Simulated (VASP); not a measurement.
# Al (Fm-3m) in VASP: notebook

The runs below take Al through single point, relaxation of cell and atoms, with PBEsol.

All numbers are computed with VASP 6.6.1; they aren't measurements. Logs are shortened: lines on timing, memory, paths and dates and some standing lists are left out, and cuts for length are marked.

### Step 1. The cell of the first run

It takes space group Fm-3m (No. 225, cubic). Conventional cell: a = 4.015 Å, b = 4.015 Å, c = 4.015 Å, α = 90.00°, β = 90.00°, γ = 90.00°. Al (site symmetry m-3m) has 12 Al at 2.84 Å within 3.7 Å.

### Step 2. Single point, PBEsol

INCAR reads:

```
SYSTEM = Al
PREC = Accurate
ENCUT = 500
EDIFF = 1E-6
ISMEAR = 1
SIGMA = 0.1
LREAL = .FALSE.
LASPH = .TRUE.
NELM = 120
ALGO = Normal
ISIF = 2
LWAVE = .FALSE.
LCHARG = .FALSE.
GGA = PS
NBANDS = 8
GGA_COMPAT = .FALSE.
```

KPOINTS reads:

```
Automatic mesh
0
G
  11 11 11
  0 0 0
```

POSCAR reads:

```
Al
1.0
    0.0000000000      2.0075613837      2.0075613837
    2.0075613837      0.0000000000      2.0075613837
    2.0075613837      2.0075613837      0.0000000000
Al
1
Direct
    0.0000000000      0.0000000000      0.0000000000
```

Potentials or basis: VASP PAW PBE potentials, release 64 (Al).

Started as:

```sh
$ cat potpaw_PBE.64/Al/POTCAR > POTCAR
$ mpirun -np 1 vasp_std > vasp.out
```

OUTCAR:

```text
SYSTEM = Al
   PREC = Accurate
   ENCUT = 500
   EDIFF = 1E-6
   ISMEAR = 1
   LREAL = .FALSE.
   LASPH = .TRUE.
   NELM = 120
   ISIF = 2
   GGA = PS

 ion  position               nearest neighbor table
   1  0.000  0.000  0.000-

  LATTYP: Found a face centered cubic cell.
 ALAT       =     4.0151227674

  Lattice vectors:

 A1 = (   0.0000000000,   2.0075613837,   2.0075613837)
 A2 = (   2.0075613837,   0.0000000000,   2.0075613837)
 A3 = (   2.0075613837,   2.0075613837,   0.0000000000)

Analysis of symmetry for initial positions (statically):
=====================================================================
 Subroutine PRICEL returns:
 Original cell was already a primitive cell.

 Routine SETGRP: Setting up the symmetry group for a
 face centered cubic supercell.

 Subroutine GETGRP returns: Found 48 space group operations
 (whereof 48 operations were pure point group operations)
 out of a pool of 48 trial point group operations.

The static configuration has the point symmetry O_h .

Analysis of symmetry for dynamics (positions and initial velocities):
=====================================================================
 Subroutine PRICEL returns:
 Original cell was already a primitive cell.

 Routine SETGRP: Setting up the symmetry group for a
 face centered cubic supercell.

 Subroutine GETGRP returns: Found 48 space group operations
 (whereof 48 operations were pure point group operations)
 out of a pool of 48 trial point group operations.

The dynamic configuration has the point symmetry O_h .

 Subroutine INISYM returns: Found 48 space group operations
 (whereof 48 operations are pure point group operations),
 and found     1 'primitive' translations

----------------------------------------------------------------------------------------

                                     Primitive cell

  volume of cell :      16.1822

  direct lattice vectors                    reciprocal lattice vectors
     0.000000000  2.007561384  2.007561384    -0.249058387  0.249058387  0.249058387
     2.007561384  0.000000000  2.007561384     0.249058387 -0.249058387  0.249058387
     2.007561384  2.007561384  0.000000000     0.249058387  0.249058387 -0.249058387

  length of vectors
     2.839120536  2.839120536  2.839120536     0.431381780  0.431381780  0.431381780

  position of ions in fractional coordinates (direct lattice)
     0.000000000  0.000000000  0.000000000

  ion indices of the primitive-cell ions
   primitive index   ion index
[... 76 lines left out ...]
   NSW    =      0    number of steps for IOM
   IBRION =     -1    ionic relax: 0-MD 1-quasi-New 2-CG
   NFREE  =      0    steps in history (QN), initial steepest desc. (CG)
   ISIF   =      2    stress and relaxation
   ISYM   =      2    0-nonsym 1-usesym 2-fastsym
   POTIM  = 0.5000    time-step for ionic-motion
   TEBEG  =    0.0;   TEEND  =   0.0 temperature during run
   PSTRESS=    0.0 pullay stress
   NELECT =       3.0000    total number of electrons
   NUPDOWN=      -1.0000    fix difference up-down
   EMIN   =  10.00;   EMAX   =-10.00  energy-range for DOS
   EFERMI =   0.00;   METHOD = LEGACY
   ISMEAR =     1;   SIGMA  =   0.10  broadening in eV -4-tet -1-fermi 0-gaus
   EFERMI_NEDOS =   21; number of points for ismear=-14 and -15
   IALGO  =     38    algorithm
   IMIX   =      4    mixing-type and parameters
     AMIX     =   0.40;   BMIX     =  1.00
     AMIX_MAG =   1.60;   BMIX_MAG =  1.00
  volume/ion in A,a.u.               =      16.18       109.20
  Fermi-wavevector in a.u.,A,eV,Ry     =   0.933476  1.764014 11.855806  0.871377
  Thomas-Fermi vector in A             =   2.060181
   LORBIT       =      0    0 simple, 1 ext, 2 COOP (PROOUT), +10 PAW based schemes
   GGA     = PS    functional components
   LHFCALC =     F    Hartree Fock is set to
   AEXX    =    0.0000 exact exchange contribution
   IVDW    =     0    specifies the selected vdW correction
   LEPSILON=     F    determine dielectric tensor
   LRPA    =     F    only Hartree local field effects (RPA)
 non-spin polarized calculation
 Methfessel and Paxton  Order N= 1 SIGMA  =   0.10
  energy-cutoff  :      500.00
  volume of cell :       16.18
 maximum number of plane-waves:       420
 NGX is ok and might be reduce to    24
   NGX = 11   NGY = 11   NGZ = 11

 number of electron       3.0000000 magnetization

 Free energy of the ion-electron system (eV)
  ---------------------------------------------------
  ext. energy  EPLUGINS =         0.00000000
  ---------------------------------------------------
  free energy    TOTEN  =        -4.09964052 eV

  energy without entropy =       -4.09845287  energy(sigma->0) =       -4.09924464

 E-fermi :   8.1600     XC(G=0): -10.3280

 val. band max:        8.1349293239   @ k =  -0.4545   0.3636   0.0000
 cond. band min:       8.1843707758   @ k =   0.4545   0.1818   0.0909
 fundamental gap:      0.0494414518
 Fermi energy:         8.1599587045

 k-point     1 :       0.0000    0.0000    0.0000
  band No.  band energies     occupation
      1      -3.1112      2.00000
      2      20.8562      0.00000
      3      20.8562      0.00000
      4      20.8562      0.00000
      5      22.4963      0.00000
      6      22.4963      0.00000
      7      22.4963      0.00000
      8      24.7789      0.00000
[... 243 lines left out ...]
 k-point    24 :      -0.1818    0.1818    0.0000
  band No.  band energies     occupation
      1      -0.7045      2.00000
      2      12.0019      0.00000
      3      13.5127      0.00000
      4      20.1632      0.00000
      5      22.2044      0.00000
      6      23.2051      0.00000
      7      24.4260      0.00000
      8      25.3809      0.00000

 [... further k-points ...]

------------------------ aborting loop because EDIFF is reached ----------------------------------------

  FORCE on cell =-STRESS in cart. coord.  units (eV):
  Direction    XX          YY          ZZ          XY          YZ          ZX
  --------------------------------------------------------------------------------------
  -------------------------------------------------------------------------------------
  Total        0.0150261      0.0150261      0.0150261      0.0000000     -0.0000000     -0.0000000
  in kB        1.4877215      1.4877215      1.4877215      0.0000000     -0.0000000     -0.0000000
  external PRESSURE =       1.4877215 kB  Pullay stress =       0.0000000 kB

 VOLUME and BASIS-vectors are now :
 -----------------------------------------------------------------------------
  energy-cutoff  :      500.00
  volume of cell :       16.18
      direct lattice vectors                 reciprocal lattice vectors
     0.000000000  2.007561384  2.007561384    -0.249058387  0.249058387  0.249058387
     2.007561384  0.000000000  2.007561384     0.249058387 -0.249058387  0.249058387
     2.007561384  2.007561384  0.000000000     0.249058387  0.249058387 -0.249058387

 POSITION                                       TOTAL-FORCE (eV/Angst)
 -----------------------------------------------------------------------------------
      0.00000      0.00000      0.00000         0.000000      0.000000      0.000000
 -----------------------------------------------------------------------------------
    total drift:                               -0.000000      0.000000      0.000000

  FREE ENERGIE OF THE ION-ELECTRON SYSTEM (eV)
  ---------------------------------------------------
  free  energy   TOTEN  =        -4.0996405241 eV

  energy  without entropy=       -4.0984528735  energy(sigma->0) =       -4.09924464
```

stdout:

```text
POSCAR found type information on POSCAR Al
 POSCAR found :  1 types and       1 ions
 scaLAPACK will be used
 -----------------------------------------------------------------------------
|                                                                             |
|                                                                             |
|     You enforced a specific xc type in the INCAR file but a different       |
|     I HOPE YOU KNOW WHAT YOU ARE DOING!                                     |
|                                                                             |
 -----------------------------------------------------------------------------

 LDA part: xc-table for (Slater+PW92), standard interpolation
 POSCAR, INCAR and KPOINTS ok, starting setup
 FFT: planning ... GRIDC
 FFT: planning ... GRID_SOFT
 FFT: planning ... GRID
 WAVECAR not read
 entering main loop
```

It took 2.6 s on 1 thread of Intel Xeon 6975P-C (Granite Rapids), shared host; peak memory 0.12 GiB.

Results:

| Item | Value |
| --- | --- |
| Free energy | -4.0996 eV |
| Pressure | 0.1 GPa |
| Band gap on the k mesh | zero (an odd number of electrons rules out a gap without spin polarisation) |

Caveat: the PAW data sets were made with another functional, which shifts forces and pressure a little.

### Step 3. Relaxation of cell and atoms, PBEsol

This run uses another cell than the first one, of 16.61 Å³/atom.

INCAR reads:

```
SYSTEM = Al
PREC     = Accurate       ! precision mode
ENCUT    = 500            ! plane-wave cutoff, eV
EDIFF    = 1E-7           ! SCF threshold, eV
ISMEAR   = 1              ! smearing method
SIGMA    = 0.1            ! smearing width, eV
LREAL    = .FALSE.        ! projectors in reciprocal space
LASPH    = .TRUE.         ! aspherical terms in the spheres
NELM     = 120            ! most SCF steps
ALGO     = Normal         ! electronic algorithm
ISIF     = 3              ! what is computed and relaxed
LWAVE    = .FALSE.        ! write WAVECAR
LCHARG   = .FALSE.        ! write CHGCAR
GGA      = PS             ! functional
IBRION   = 2              ! ionic algorithm
NSW      = 80             ! ionic steps
EDIFFG   = -0.02          ! ionic threshold
GGA_COMPAT= .FALSE.      
NELMIN   = 4
```

KPOINTS reads:

```
regular mesh
0
G
  11 11 11
  0 0 0
```

POSCAR reads:

```
Al
1.0
    0.0000000000      2.0250000000      2.0250000000
    2.0250000000      0.0000000000      2.0250000000
    2.0250000000      2.0250000000      0.0000000000
Al
1
Direct
    0.0000000000      0.0000000000      0.0000000000
```

Potentials or basis: VASP PAW PBE potentials, release 64 (Al).

Started as:

```sh
$ cat potpaw_PBE.64/Al/POTCAR > POTCAR
$ mpirun -np 1 vasp_std > vasp.out
```

It took 3.7 s on 1 thread of Intel Xeon 6975P-C (Granite Rapids), shared host; peak memory 0.13 GiB.

The run converged. Its results:

| Item | Value |
| --- | --- |
| Free energy | -4.0997 eV |
| Relaxed volume | 16.21 Å³/atom |
| Relaxed cell | a = 2.841 Å, b = 2.841 Å, c = 2.841 Å, α = 60.00°, β = 60.00°, γ = 60.00° |
| Space group after relaxing (to 0.1 Å) | Fm-3m (No. 225) |
| Energy gained by relaxing | 2.4 meV/atom |
| Ionic steps | 3 |
| Pressure after relaxing | 0.0 GPa |
| Band gap on the k mesh | zero (an odd number of electrons rules out a gap without spin polarisation) |

Step by step:
```
step  energy change (eV)  largest force (eV/Å)  pressure (GPa)  volume (Å³)
   1              0.0000                0.0000           -1.91        16.61
   2             -0.0023                0.0000            0.39        16.14
   3             -0.0024                0.0000            0.00        16.21
```

Final structure:
```yaml
crystal:
  lattice:
    - [0.00000, 2.00873, 2.00873]
    - [2.00873, 0.00000, 2.00873]
    - [2.00873, 2.00873, 0.00000]
  atoms:
    - { symbol: Al, position: [0.00000, 0.00000, 0.00000] }
```

Levels at points of the mesh, in eV from the Fermi level:
| k point | band 1 | band 2 | band 3 | band 4 |
| --- | --- | --- | --- | --- |
| (0.00, 0.00, 0.00) | -11.26 | 12.69 | 12.69 | 12.69 |

Caveat: the PAW data sets were made with another functional, which shifts forces and pressure a little.
